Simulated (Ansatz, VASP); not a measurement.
Two plane-wave programs on Rh

```xyz
2
Lattice="2.7310 0.0000 0.0000 -1.3655 2.3651 0.0000 0.0000 0.0000 4.4285" Properties=species:S:1:pos:R:3 pbc="T T T"
Rh    1.4362    0.8591    3.2214
Rh    0.0000    1.5767    1.1071
```

Alike in both runs: task single point; functional PBEsol; k mesh 18 × 18 × 12; occupations gaussian, width 0.15 eV; no spin polarisation.

|  | VASP | Ansatz |
| --- | --- | --- |
| version | VASP 6.6.1 | Ansatz 0.2.0 |
| potentials or method | VASP PAW PBE potentials, release 64 (Rh_pv), cutoff 520 eV | scalar-relativistic, plane waves, PAW |
| valence electrons in the cell | 30 | 34 |

VASP gave:

```
gap on the k mesh at the Fermi level (eV)                     : none
pressure (GPa)                                                : -12.1
traceless stress, the component that is largest in VASP (GPa) : -1.06
rms of the force components (eV/Å)                            : 0.558
```

**Question.** Estimate Ansatz's values.

**Answer.** gap on the k mesh at the Fermi level (eV): none; pressure (GPa): -12.0; traceless stress, the component that is largest in VASP (GPa): -1.06; rms of the force components (eV/Å): 0.557.

VASP's potentials were made for PBE, not for PBEsol. Atom by atom the forces differ by 0.001 eV/Å (rms over components). A gap of «none» marks a metal or a gap that the smearing closes. VASP's potentials hold 30 valence electrons a cell and Ansatz's 34, so a difference there can come from the potentials and not from the codes.
